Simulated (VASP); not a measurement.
# Ta (P-1) in VASP: electric field gradients with PBE

Aim: the electric field gradients of Ta with PBE.

Program: VASP 6.6.1. These are calculated values, not measurements. Logs are shortened: lines on timing, memory, paths and dates and some standing lists are left out, and cuts for length are marked.

### Step 1. The cell of the first run

The typed cell holds 2 atoms: a = 2.905 Å, b = 2.866 Å, c = 5.132 Å, α = 89.36°, β = 88.27°, γ = 118.70°.

### Step 2. Electric field gradients, PBE (equal xy, yz and zx shear strains of +3 %)

INCAR reads:

```
SYSTEM = Ta
  PREC = Accurate
  ENCUT = 520
  EDIFF = 1E-8
  ISMEAR = -1
  SIGMA = 0.03
  LREAL = .False.
  LASPH = .True.
  NELM = 100
  ALGO = Normal
  ISIF = 2
  LWAVE = .False.
  LCHARG = .False.
  GGA = PE
  LEFG = .True.
  NBANDS = 18
```

KPOINTS reads:

```
regular mesh
0
Gamma
  13 13 7
  0 0 0
```

POSCAR reads:

```
Ta
1.0
    2.9039239680      0.0435588595      0.0435588595
   -1.4142389051      2.4930924972      0.0159436491
    0.0769634655      0.0769634655      5.1308977023
Ta
2
Direct
    0.3333333333      0.6666666667      0.2500000000
    0.6666666667      0.3333333333      0.7500000000
```

Potentials or basis: VASP PAW PBE potentials, release 64 (Ta_pv).

On the command line:

```bash
$ cat potpaw_PBE.64/Ta_pv/POTCAR > POTCAR
$ mpirun -np 1 vasp_std > vasp.out
```

OUTCAR:

```text
SYSTEM = Ta
   PREC = Accurate
   ENCUT = 520
   EDIFF = 1E-8
   ISMEAR = -1
   LREAL = .False.
   LASPH = .True.
   NELM = 100
   ISIF = 2
   GGA = PE

 ion  position               nearest neighbor table
   1  0.333  0.667  0.250-   2 3.02   2 3.02   2 3.04   2 3.07   2 3.11   2 3.13
   2  0.667  0.333  0.750-   1 3.02   1 3.02   1 3.04   1 3.07   1 3.11   1 3.13

  LATTYP: Found a triclinic cell.
 ALAT       =     2.9423293902
 B/A-ratio  =     0.9741696453
 C/A-ratio  =     1.7442139692
 COS(alpha) =     0.0112057054
 COS(beta)  =     0.0407400298
 COS(gamma) =     0.5001712246

  Lattice vectors:

 A1 = (   1.4896850629,   2.5366513567,   0.0595025086)
 A2 = (  -1.4142389051,   2.4930924972,   0.0159436491)
 A3 = (   0.0769634655,   0.0769634655,   5.1308977023)

Analysis of symmetry for initial positions (statically):
=====================================================================
 Subroutine PRICEL returns:
 Original cell was already a primitive cell.

 Routine SETGRP: Setting up the symmetry group for a
 triclinic supercell.

 Subroutine GETGRP returns: Found  2 space group operations
 (whereof  2 operations were pure point group operations)
 out of a pool of  2 trial point group operations.

The static configuration has the point symmetry S_2 .

Analysis of symmetry for dynamics (positions and initial velocities):
=====================================================================
 Subroutine PRICEL returns:
 Original cell was already a primitive cell.

 Routine SETGRP: Setting up the symmetry group for a
 triclinic supercell.

 Subroutine GETGRP returns: Found  2 space group operations
 (whereof  2 operations were pure point group operations)
 out of a pool of  2 trial point group operations.

The dynamic configuration has the point symmetry S_2 .

 Subroutine INISYM returns: Found  2 space group operations
 (whereof  2 operations are pure point group operations),
 and found     1 'primitive' translations

----------------------------------------------------------------------------------------

                                     Primitive cell

  volume of cell :      37.4459

[... 117 lines left out ...]
   LEPSILON=     F    determine dielectric tensor
   LRPA    =     F    only Hartree local field effects (RPA)
 non-spin polarized calculation
  energy-cutoff  :      520.00
  volume of cell :       37.45
 maximum number of plane-waves:      1026
 NGX is ok and might be reduce to    24
   NGX = 11   NGY = 11   NGZ = 19

 number of electron      22.0000004 magnetization

 Free energy of the ion-electron system (eV)
  ---------------------------------------------------
  ext. energy  EPLUGINS =         0.00000000
  ---------------------------------------------------
  free energy    TOTEN  =       -23.07874742 eV

  energy without entropy =      -23.07083476  energy(sigma->0) =      -23.07479109

 E-fermi :   5.5763     XC(G=0): -12.4090

 val. band max:        5.5760829051   @ k =  -0.1538   0.3846   0.0000
 cond. band min:       5.5779480574   @ k =   0.3846   0.0769   0.1429
 fundamental gap:      0.0018651523
 Fermi energy:         5.5763457636

 k-point     1 :       0.0000    0.0000    0.0000
  band No.  band energies     occupation
      1     -28.9671      2.00000
      2     -28.1165      2.00000
      3     -28.0607      2.00000
      4     -27.9963      2.00000
      5     -27.9764      2.00000
      6     -27.9096      2.00000
[... 481 lines left out ...]
      5     -28.1908      2.00000
      6     -28.1663      2.00000
[... 10 lines left out ...]
     17      10.9132      0.00000
     18      13.6352      0.00000

 [... further k-points ...]
[... 5 lines left out ...]
  --------------------------------------------------------------------------------------
  -------------------------------------------------------------------------------------
  Total        0.0491612      0.0603827      0.0738809     -0.1498513      0.4336468      0.4293545
  in kB        2.1034354      2.5835626      3.1611035     -6.4116065     18.5542124     18.3705631
  external PRESSURE =       2.6160338 kB  Pullay stress =       0.0000000 kB

 VOLUME and BASIS-vectors are now :
 -----------------------------------------------------------------------------
  energy-cutoff  :      520.00
  volume of cell :       37.45
      direct lattice vectors                 reciprocal lattice vectors
     2.903923968  0.043558859  0.043558859     0.341574884  0.193814121 -0.008030835
    -1.414238905  2.493092497  0.015943649    -0.005878979  0.397810933 -0.005878979
     0.076963465  0.076963465  5.130897702    -0.002881539 -0.002881539  0.194984115

 POSITION                                       TOTAL-FORCE (eV/Angst)
 -----------------------------------------------------------------------------------
      0.04439      1.69582      1.30787        -0.129837      0.007056     -0.002573
      1.52226      0.91779      3.88253         0.129837     -0.007056      0.002573
 -----------------------------------------------------------------------------------
    total drift:                               -0.000000      0.000000     -0.000000

  FREE ENERGIE OF THE ION-ELECTRON SYSTEM (eV)
  ---------------------------------------------------
  free  energy   TOTEN  =       -23.0787474162 eV

  energy  without entropy=      -23.0708347560  energy(sigma->0) =      -23.07479109

 Electric field gradients (V/A^2)
---------------------------------------------------------------------
 ion       V_xx      V_yy      V_zz      V_xy      V_xz      V_yz
---------------------------------------------------------------------
   1      16.205    17.677   -33.883   -16.835   -25.805   -25.620
   2      16.205    17.677   -33.883   -16.835   -25.805   -25.620
---------------------------------------------------------------------

 Electric field gradients after diagonalization (V/A^2)
 (convention: |V_zz| > |V_xx| > |V_yy|)
----------------------------------------------------------------------
 ion       V_xx      V_yy      V_zz     asymmetry (V_yy - V_xx)/ V_zz
----------------------------------------------------------------------
   1      33.808    23.221   -57.029       0.186
   2      33.808    23.221   -57.029       0.186
----------------------------------------------------------------------

           NMR quadrupolar parameters

 Cq : quadrupolar parameter    Cq=e*Q*V_zz/h
 eta: asymmetry parameters     (V_yy - V_xx)/ V_zz
 Q  : nuclear electric quadrupole moment in mb (millibarn)
----------------------------------------------------------------------
 ion       Cq(MHz)       eta       Q (mb)
----------------------------------------------------------------------
   1      -0.138       0.186       1.000
   2      -0.138       0.186       1.000
----------------------------------------------------------------------
```

OSZICAR:

```text
N       E                     dE             d eps       ncg     rms          rms(c)
DAV:   1     0.171421879222E+03    0.17142E+03   -0.12842E+04 21336   0.126E+03
DAV:   2    -0.196951948846E+02   -0.19112E+03   -0.18809E+03 26124   0.357E+02
DAV:   3    -0.239719783134E+02   -0.42768E+01   -0.42083E+01 25702   0.501E+01
DAV:   4    -0.240043517685E+02   -0.32373E-01   -0.32327E-01 24226   0.456E+00
DAV:   5    -0.240045868030E+02   -0.23503E-03   -0.23502E-03 24130   0.375E-01    0.177E+01
DAV:   6    -0.233018932641E+02    0.70269E+00   -0.76197E-01 23908   0.765E+00    0.859E+00
DAV:   7    -0.230813977477E+02    0.22050E+00   -0.66905E-01 24728   0.679E+00    0.511E-01
DAV:   8    -0.230787709432E+02    0.26268E-02   -0.10082E-02 23442   0.871E-01    0.145E-01
DAV:   9    -0.230787608215E+02    0.10122E-04   -0.29066E-04 25208   0.144E-01    0.528E-02
DAV:  10    -0.230787494825E+02    0.11339E-04   -0.28392E-05 26128   0.399E-02    0.548E-03
DAV:  11    -0.230787482631E+02    0.12194E-05   -0.23459E-06 24136   0.112E-02    0.392E-03
DAV:  12    -0.230787474119E+02    0.85120E-06   -0.17945E-07 24072   0.417E-03    0.493E-04
DAV:  13    -0.230787474517E+02   -0.39774E-07   -0.37870E-09 12442   0.534E-04    0.126E-04
DAV:  14    -0.230787474080E+02    0.43669E-07   -0.67816E-10 11038   0.249E-04    0.648E-05
DAV:  15    -0.230787474202E+02   -0.12180E-07   -0.11713E-10 10834   0.109E-04    0.197E-05
DAV:  16    -0.230787474162E+02    0.39799E-08   -0.30575E-11 10792   0.538E-05
   1 F= -.23078747E+02 E0= -.23074791E+02  d E =-.791266E-02
```

stdout:

```text
POSCAR found type information on POSCAR Ta
 POSCAR found :  1 types and       2 ions
 scaLAPACK will be used
 LDA part: xc-table for (Slater+PW92), standard interpolation
 POSCAR, INCAR and KPOINTS ok, starting setup
 FFT: planning ... GRIDC
 FFT: planning ... GRID_SOFT
 FFT: planning ... GRID
 WAVECAR not read
 entering main loop
ion   1
     0.0000657    -0.4467212     0.3203549    -0.4854828     0.3264175    -0.0358259
     0.0000905    -0.4467212     0.3203549    -0.4854828     0.3264174    -0.0358259
     0.0001247    -0.4467212     0.3203549    -0.4854829     0.3264174    -0.0358259
     0.0001717    -0.4467212     0.3203548    -0.4854829     0.3264174    -0.0358259

     0.0000657    15.0936710    23.4428924    25.8712679    23.6149777     0.6551948
     0.0000905    15.0805871    23.4326991    25.8430818    23.6048014     0.6545341
     0.0001247    15.0603642    23.4170058    25.7990708    23.5891374     0.6535154
     0.0001717    15.0292366    23.3929453    25.7306410    23.5651267     0.6519515

ion   2
     0.0000657    -0.4467212     0.3203549    -0.4854828     0.3264175    -0.0358259
     0.0000905    -0.4467212     0.3203549    -0.4854828     0.3264174    -0.0358259
     0.0001247    -0.4467212     0.3203549    -0.4854829     0.3264174    -0.0358259
     0.0001717    -0.4467212     0.3203548    -0.4854829     0.3264174    -0.0358259

     0.0000657    15.0936710    23.4428924    25.8712679    23.6149777     0.6551948
     0.0000905    15.0805871    23.4326991    25.8430818    23.6048014     0.6545341
     0.0001247    15.0603642    23.4170058    25.7990708    23.5891374     0.6535154
     0.0001717    15.0292366    23.3929453    25.7306410    23.5651267     0.6519515
```

Wall time 5.9 min (1 thread of Intel Xeon Platinum 8259CL at 2.50GHz (Skylake/Cascade Lake), shared host); peak memory 0.42 GiB.

Results:

| Property | Result |
| --- | --- |
| Free energy | -23.0787 eV |
| Pressure | 0.3 GPa |
| Largest force | 0.130 eV/Å |
| Band gap on the k mesh | zero (band 11 reaches 6.80 eV, above the bottom of band 12 at 4.94 eV) |

Forces on the atoms (eV/Å):
```
Ta  -0.130  0.007 -0.003
Ta   0.130 -0.007  0.003
```

Stress tensor (GPa, compression positive):
```
 0.21 -0.64  1.84
-0.64  0.26  1.86
 1.84  1.86  0.32
```

Electric field gradients, principal values (V/Å²):
```
atom   least  middle  greatest (by size)
1 Ta  23.221  33.808             -57.029
2 Ta  23.221  33.808             -57.029
```

Caveat: the cell differs from its parent crystal (equal xy, yz and zx shear strains of +3 %); without QUAD_EFG the Cq values of the log hold for a quadrupole moment of 1 mb, not for the nuclei; spin-orbit coupling is left out, which moves the levels of the heavy elements.
